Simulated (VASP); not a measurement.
# Sb (Pm-3m) in VASP: notebook, part 2 of 2

VASP 6.6.1.

### 3 Single point, LDA (29.83 Å³/atom)

This run uses another cell than the first one, of 29.83 Å³/atom.

INCAR reads:

```
  PREC = Accurate
  ENCUT = 500
  EDIFF = 1E-6
  ISMEAR = 0
  SIGMA = 0.1
  LREAL = F
  LASPH = T
  NELM = 120
  ALGO = Normal
  ISIF = 2
  LWAVE = F
  LCHARG = T
  GGA = CA
  LELF = T
  LVHAR = T
  NBANDS = 8
  GGA_COMPAT = F
```

KPOINTS reads:

```
Automatic mesh
0
Gamma
  14 14 14
```

POSCAR reads:

```
Sb
1.0
    3.1012307502      0.0000000000      0.0000000000
    0.0000000000      3.1012307502      0.0000000000
    0.0000000000      0.0000000000      3.1012307502
Sb
1
Direct
    0.0000000000      0.0000000000      0.0000000000
```

Potentials or basis: VASP PAW LDA potentials, release 64 (Sb).

Run with:

```sh
$ cat potpaw_LDA.64/Sb/POTCAR > POTCAR
$ mpirun -np 1 vasp_std > vasp.out
```

OUTCAR:

```text
PREC = Accurate
   ENCUT = 500
   EDIFF = 1E-6
   ISMEAR = 0
   LREAL = F
   LASPH = T
   NELM = 120
   ISIF = 2
   GGA = CA

 ion  position               nearest neighbor table
   1  0.000  0.000  0.000-

  LATTYP: Found a simple cubic cell.
 ALAT       =     3.1012307502

  Lattice vectors:

 A1 = (   3.1012307502,   0.0000000000,   0.0000000000)
 A2 = (   0.0000000000,   3.1012307502,   0.0000000000)
 A3 = (   0.0000000000,   0.0000000000,   3.1012307502)

Analysis of symmetry for initial positions (statically):
=====================================================================
 Subroutine PRICEL returns:
 Original cell was already a primitive cell.

 Routine SETGRP: Setting up the symmetry group for a
 simple cubic supercell.

 Subroutine GETGRP returns: Found 48 space group operations
 (whereof 48 operations were pure point group operations)
 out of a pool of 48 trial point group operations.

The static configuration has the point symmetry O_h .

Analysis of symmetry for dynamics (positions and initial velocities):
=====================================================================
 Subroutine PRICEL returns:
 Original cell was already a primitive cell.

 Routine SETGRP: Setting up the symmetry group for a
 simple cubic supercell.

 Subroutine GETGRP returns: Found 48 space group operations
 (whereof 48 operations were pure point group operations)
 out of a pool of 48 trial point group operations.

The dynamic configuration has the point symmetry O_h .

 Subroutine INISYM returns: Found 48 space group operations
 (whereof 48 operations are pure point group operations),
 and found     1 'primitive' translations

----------------------------------------------------------------------------------------

                                     Primitive cell

  volume of cell :      29.8265

  direct lattice vectors                    reciprocal lattice vectors
     3.101230750  0.000000000  0.000000000     0.322452626  0.000000000  0.000000000
     0.000000000  3.101230750  0.000000000     0.000000000  0.322452626  0.000000000
     0.000000000  0.000000000  3.101230750     0.000000000  0.000000000  0.322452626

  length of vectors
     3.101230750  3.101230750  3.101230750     0.322452626  0.322452626  0.322452626

  position of ions in fractional coordinates (direct lattice)
     0.000000000  0.000000000  0.000000000

  ion indices of the primitive-cell ions
   primitive index   ion index
                 1           1

----------------------------------------------------------------------------------------

 KPOINTS: Automatic mesh

Automatic generation of k-mesh.
 Grid dimensions read from file:
 generate k-points for:   14   14   14

 Generating k-lattice:

  Cartesian coordinates                     Fractional coordinates (reciprocal lattice)
     0.023032330  0.000000000  0.000000000     0.071428571  0.000000000  0.000000000
     0.000000000  0.023032330  0.000000000     0.000000000  0.071428571  0.000000000
     0.000000000  0.000000000  0.023032330     0.000000000  0.000000000  0.071428571

  Length of vectors
     0.023032330  0.023032330  0.023032330

  Shift w.r.t. Gamma in fractional coordinates (k-lattice)
     0.000000000  0.000000000  0.000000000

 Subroutine IBZKPT returns following result:
 ===========================================

 Found    120 irreducible k-points:

 Following reciprocal coordinates:
            Coordinates               Weight
  0.000000  0.000000  0.000000      1.000000
  0.071429  0.000000  0.000000      6.000000
  0.142857  0.000000  0.000000      6.000000
  0.214286  0.000000  0.000000      6.000000
  0.285714  0.000000  0.000000      6.000000
  0.357143  0.000000  0.000000      6.000000
[... 16 lines left out ...]
  0.285714  0.214286  0.000000     24.000000
  0.357143  0.214286  0.000000     24.000000
 [... further k-points ...]
   k-points           NKPTS =    120   k-points in BZ     NKDIM =    120   number of bands    NBANDS=      8
   number of dos      NEDOS =    301   number of ions     NIONS =      1
   total plane-waves  NPLWV =  13824
   dimension x,y,z NGX =    24 NGY =   24 NGZ =   24
   dimension x,y,z NGXF=    48 NGYF=   48 NGZF=   48
   ions per type =               1
   NGX,Y,Z   is equivalent  to a cutoff of  12.87, 12.87, 12.87 a.u.
   NGXF,Y,Z  is equivalent  to a cutoff of  25.73, 25.73, 25.73 a.u.
 SYSTEM =  unknown system
   PREC   = accura    normal or accurate (medium, high low for compatibility)
   ISTART =      0    job   : 0-new  1-cont  2-samecut
   ICHARG =      2    charge: 1-file 2-atom 10-const
   ISPIN  =      1    spin polarized calculation?
   LNONCOLLINEAR =      F non collinear calculations
   LSORBIT =      F    spin-orbit coupling
   LASPH  =      T    aspherical Exc in radial PAW
   ENCUT  =  500.0 eV  36.75 Ry    6.06 a.u.   5.65  5.65  5.65*2*pi/ulx,y,z
   NELM   =    120;   NELMIN=  2; NELMDL= -5     # of ELM steps
   EDIFF  = 0.1E-05   stopping-criterion for ELM
   LREAL  =      F    real-space projection
   EDIFFG = 0.1E-04   stopping-criterion for IOM
   NSW    =      0    number of steps for IOM
   IBRION =     -1    ionic relax: 0-MD 1-quasi-New 2-CG
   NFREE  =      0    steps in history (QN), initial steepest desc. (CG)
   ISIF   =      2    stress and relaxation
   ISYM   =      2    0-nonsym 1-usesym 2-fastsym
   POTIM  = 0.5000    time-step for ionic-motion
   TEBEG  =    0.0;   TEEND  =   0.0 temperature during run
   PSTRESS=    0.0 pullay stress
   NELECT =       5.0000    total number of electrons
   NUPDOWN=      -1.0000    fix difference up-down
   EMIN   =  10.00;   EMAX   =-10.00  energy-range for DOS
   EFERMI =   0.00;   METHOD = LEGACY
   ISMEAR =     0;   SIGMA  =   0.10  broadening in eV -4-tet -1-fermi 0-gaus
   EFERMI_NEDOS =   21; number of points for ismear=-14 and -15
   IALGO  =     38    algorithm
   IMIX   =      4    mixing-type and parameters
     AMIX     =   0.40;   BMIX     =  1.00
     AMIX_MAG =   1.60;   BMIX_MAG =  1.00
  volume/ion in A,a.u.               =      29.83       201.28
  Fermi-wavevector in a.u.,A,eV,Ry     =   0.902674  1.705806 11.086295  0.814820
  Thomas-Fermi vector in A             =   2.025906
   LORBIT       =      0    0 simple, 1 ext, 2 COOP (PROOUT), +10 PAW based schemes
   GGA     = CA    functional components
   LHFCALC =     F    Hartree Fock is set to
   AEXX    =    0.0000 exact exchange contribution
   IVDW    =     0    specifies the selected vdW correction
   LEPSILON=     F    determine dielectric tensor
   LRPA    =     F    only Hartree local field effects (RPA)
 non-spin polarized calculation
 Gauss-broadening in eV      SIGMA  =   0.10
  energy-cutoff  :      500.00
  volume of cell :       29.83
 maximum number of plane-waves:       772
 NGX is ok and might be reduce to    24
   NGX = 11   NGY = 11   NGZ = 11

 number of electron       4.9999999 magnetization

 Free energy of the ion-electron system (eV)
  ---------------------------------------------------
  ext. energy  EPLUGINS =         0.00000000
  ---------------------------------------------------
  free energy    TOTEN  =        -4.77843516 eV

  energy without entropy =       -4.77459467  energy(sigma->0) =       -4.77651492

 E-fermi :   6.9258     XC(G=0):  -9.8013

 val. band max:        6.9089886329   @ k =   0.4286   0.2857   0.2857
 cond. band min:       6.9371060231   @ k =   0.2143   0.2143   0.1429
 fundamental gap:      0.0281173902
 Fermi energy:         6.9258189671

 k-point     1 :       0.0000    0.0000    0.0000
  band No.  band energies     occupation
      1      -5.4055      2.00000
      2      10.2251      0.00000
      3      10.2251      0.00000
      4      10.2251      0.00000
      5      13.8953      0.00000
      6      13.8953      0.00000
      7      15.1887      0.00000
      8      23.5214      0.00000
[... 243 lines left out ...]
 k-point    24 :       0.3571    0.2143    0.0000
  band No.  band energies     occupation
      1      -3.0760      2.00000
      2       3.4668      2.00000
      3       7.4295      0.00000
      4      12.3305      0.00000
      5      14.0234      0.00000
      6      16.4194      0.00000
      7      19.5409      0.00000
      8      19.8992      0.00000

 [... further k-points ...]

------------------------ aborting loop because EDIFF is reached ----------------------------------------

  FORCE on cell =-STRESS in cart. coord.  units (eV):
  Direction    XX          YY          ZZ          XY          YZ          ZX
  --------------------------------------------------------------------------------------
  -------------------------------------------------------------------------------------
  Total       -0.5853782     -0.5853782     -0.5853782      0.0000000      0.0000000      0.0000000
  in kB      -31.4445119    -31.4445119    -31.4445119      0.0000000      0.0000000      0.0000000
  external PRESSURE =     -31.4445119 kB  Pullay stress =       0.0000000 kB

 VOLUME and BASIS-vectors are now :
 -----------------------------------------------------------------------------
  energy-cutoff  :      500.00
  volume of cell :       29.83
      direct lattice vectors                 reciprocal lattice vectors
     3.101230750  0.000000000  0.000000000     0.322452626  0.000000000  0.000000000
     0.000000000  3.101230750  0.000000000     0.000000000  0.322452626  0.000000000
     0.000000000  0.000000000  3.101230750     0.000000000  0.000000000  0.322452626

 POSITION                                       TOTAL-FORCE (eV/Angst)
 -----------------------------------------------------------------------------------
      0.00000      0.00000      0.00000         0.000000      0.000000      0.000000
 -----------------------------------------------------------------------------------
    total drift:                               -0.000000      0.000000      0.000000

  FREE ENERGIE OF THE ION-ELECTRON SYSTEM (eV)
  ---------------------------------------------------
  free  energy   TOTEN  =        -4.7784351598 eV

  energy  without entropy=       -4.7745946726  energy(sigma->0) =       -4.77651492
```

Wall time 5.4 s (1 thread of Intel Xeon 6975P-C (Granite Rapids), shared host); peak memory 0.14 GiB.

What came out:

- Free energy: -4.7784 eV
- Pressure: -3.1 GPa
- Band gap on the k mesh: zero (an odd number of electrons rules out a gap without spin polarisation)

Caveat: the cell stands under tension; spin-orbit coupling is left out, which moves the levels of the heavy elements.

### 4 Single point, LDA (30.67 Å³/atom)

This run uses another cell than the first one, of 30.67 Å³/atom.

INCAR reads:

```
SYSTEM = Sb
PREC = Accurate
ENCUT = 500
EDIFF = 1E-6
ISMEAR = 0
SIGMA = 0.1
LREAL = .False.
LASPH = .True.
NELM = 120
ALGO = Normal
ISIF = 2
LWAVE = .False.
LCHARG = .False.
NBANDS = 8
GGA_COMPAT = .False.
```

KPOINTS reads:

```
regular mesh
0
Gamma
  14 14 14
  0 0 0
```

POSCAR reads:

```
Sb
1.0
    3.1302158952      0.0000000000      0.0000000000
    0.0000000000      3.1302158952      0.0000000000
    0.0000000000      0.0000000000      3.1302158952
Sb
1
Direct
    0.0000000000      0.0000000000      0.0000000000
```

Run with:

```sh
$ cat potpaw_LDA.64/Sb/POTCAR > POTCAR
$ mpirun -np 1 vasp_std > vasp.out
```

It took 5.8 s on 1 thread of Intel Xeon 6975P-C (Granite Rapids), shared host; peak memory 0.14 GiB.

Results (log left out):

| Item | Value |
| --- | --- |
| Free energy | -4.7583 eV |
| Pressure | -4.5 GPa |
| Band gap on the k mesh | zero (an odd number of electrons rules out a gap without spin polarisation) |

Levels at points of the mesh, in eV from the Fermi level:
| k point | band 1 | band 2 | band 3 | band 4 | band 5 | band 6 | band 7 |
| --- | --- | --- | --- | --- | --- | --- | --- |
| (0.00, 0.00, 0.00) | -12.12 | 3.23 | 3.23 | 3.23 | 6.95 | 6.95 | 8.10 |
| (0.50, 0.00, 0.00) | -9.81 | -5.29 | 5.12 | 5.12 | 8.87 | 10.56 | 11.20 |
| (0.50, 0.50, 0.00) | -7.39 | -3.32 | -3.32 | 2.37 | 7.02 | 12.34 | 12.87 |
| (0.50, 0.50, 0.50) | -4.72 | -1.48 | -1.48 | -1.48 | 4.96 | 4.96 | 4.96 |

Caveat: the cell stands under tension; spin-orbit coupling is left out, which moves the levels of the heavy elements.

### 5 Relaxation of cell and atoms, LDA

This run uses another cell than the first one, of 29.31 Å³/atom.

INCAR reads:

```
SYSTEM = Sb
PREC = Accurate
ENCUT = 500
EDIFF = 1E-7
ISMEAR = 0
SIGMA = 0.1
LREAL = .False.
LASPH = .True.
NELM = 120
ALGO = Normal
ISIF = 3
LWAVE = .False.
LCHARG = .False.
IBRION = 2
NSW = 100
EDIFFG = -0.002
GGA_COMPAT = .False.
NELMIN = 4
```

KPOINTS reads:

```
Automatic mesh
0
Gamma
  14 14 14
  0 0 0
```

POSCAR reads:

```
Sb
1.0
    3.0833436100      0.0000000000      0.0000000000
    0.0000000000      3.0833436100      0.0000000000
    0.0000000000      0.0000000000      3.0833436100
Sb
1
Direct
    0.0000000000      0.0000000000      0.0000000000
```

Run with:

```sh
$ cat potpaw_LDA.64/Sb/POTCAR > POTCAR
$ mpirun -np 1 vasp_std > vasp.out
```

It took 11 s on 1 thread of Intel Xeon 6975P-C (Granite Rapids), shared host; peak memory 0.14 GiB.

The run converged. Its results:

- Free energy: -4.7949 eV
- Relaxed volume: 28.23 Å³/atom
- Relaxed cell: a = 3.045 Å, b = 3.045 Å, c = 3.045 Å, α = 90.00°, β = 90.00°, γ = 90.00°
- Space group after relaxing (to 0.1 Å): Pm-3m (No. 221)
- Energy gained by relaxing: 7.8 meV/atom
- Ionic steps: 3
- Pressure after relaxing: 0.0 GPa
- Band gap on the k mesh: zero (an odd number of electrons rules out a gap without spin polarisation)

The path:
```csv
step,energy change (eV),largest force (eV/Å),pressure (GPa),volume (Å³)
1,0.0000,0.0000,-2.24,29.31
2,-0.0050,0.0000,1.49,27.61
3,-0.0078,0.0000,0.00,28.23
```

Final structure:
```
CELL_PARAMETERS angstrom
3.04485 0.00000 0.00000
0.00000 3.04485 0.00000
0.00000 0.00000 3.04485
ATOMIC_POSITIONS crystal
Sb 0.00000 0.00000 0.00000
```

Levels at points of the mesh, in eV from the Fermi level:
| k point | band 1 | band 2 | band 3 | band 4 | band 5 | band 6 |
| --- | --- | --- | --- | --- | --- | --- |
| (0.00, 0.00, 0.00) | -12.78 | 3.42 | 3.42 | 3.42 | 7.00 | 7.00 |
| (0.50, 0.00, 0.00) | -10.17 | -5.89 | 5.59 | 5.59 | 9.06 | 10.77 |
| (0.50, 0.50, 0.00) | -7.38 | -3.71 | -3.71 | 2.05 | 7.82 | 12.91 |
| (0.50, 0.50, 0.50) | -4.25 | -1.66 | -1.66 | -1.66 | 4.83 | 4.83 |

Caveat: spin-orbit coupling is left out, which moves the levels of the heavy elements.

### 6 Overview

| task | cell | gap on the mesh (eV) | pressure (GPa) |
| --- | --- | --- | --- |
| single point | a = 3.072 Å, 1 atom | none | -1.6 |
| single point | a = 3.101 Å, 1 atom | none | -3.1 |
| single point | a = 3.130 Å, 1 atom | none | -4.5 |
| relaxation of cell and atoms | relaxed from a = 3.083 Å, 1 atom | none | 0.0 |

Alike in all rows: level LDA; potentials or basis VASP PAW LDA potentials, release 64 (Sb); no spin polarisation; k mesh 14 × 14 × 14; cutoff (eV) 500; smearing gaussian 0.1 eV.

Caveats: spin-orbit coupling is left out, which moves the levels of the heavy elements; the cell stands under tension (at least some runs).

Total energies depend on the potentials used, so only differences within one code and one set of settings carry meaning.
